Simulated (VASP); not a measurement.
Sb: single point with PBEsol

The system is Sb.

```xyz
2
Lattice="2.1542 1.2437 3.7580 -2.1542 1.2437 3.7580 0.0000 -2.4875 3.7580" Properties=species:S:1:pos:R:3 pbc="T T T"
Sb    0.0000    0.0000    8.6416
Sb    0.0000    0.0000    2.6324
```

| Property | Result |
| --- | --- |
| Program | VASP 6.6.1 |
| Task | single point |
| Functional | PBEsol |
| Potentials or basis | VASP PAW PBE potentials, release 64 (Sb) |
| Cutoff | 520 eV |
| k mesh | 8 × 8 × 8 |
| Occupations | fermi-dirac, width 0.05 eV |
| Spin | non-collinear spin, zero start, spin-orbit coupling |
| Starting moments | [[0.0, 0.0, 0.0], [0.0, 0.0, 0.0]] μB |
| Dipole correction | no |
| Further INCAR settings | ALGO = Normal; EDIFF = 1e-06; NBANDS = 22 |

The pressure is 0.3 GPa and the largest force is 0.160 eV/Å. The net moment is 0.00 μB per cell and the valence electrons inside the program's atomic spheres are Sb 2.40.

Forces on the atoms (eV/Å):
```
Sb   0.000  0.000 -0.160
Sb   0.000  0.000  0.160
```

Stress tensor (GPa, compression positive):
```
 0.55  0.00  0.00
 0.00  0.55  0.00
 0.00  0.00 -0.16
```

Moments on the atoms (μB; x, y, z):
```
Sb  0.00 0.00 0.00
Sb  0.00 0.00 0.00
```

Run time: 97 s on 1 thread of AMD EPYC 9R45 96-Core Processor (Zen 5) (shared host), peak memory 0.4 GiB.

Caveat: the PAW data sets were made with another functional, which shifts forces and pressure a little.
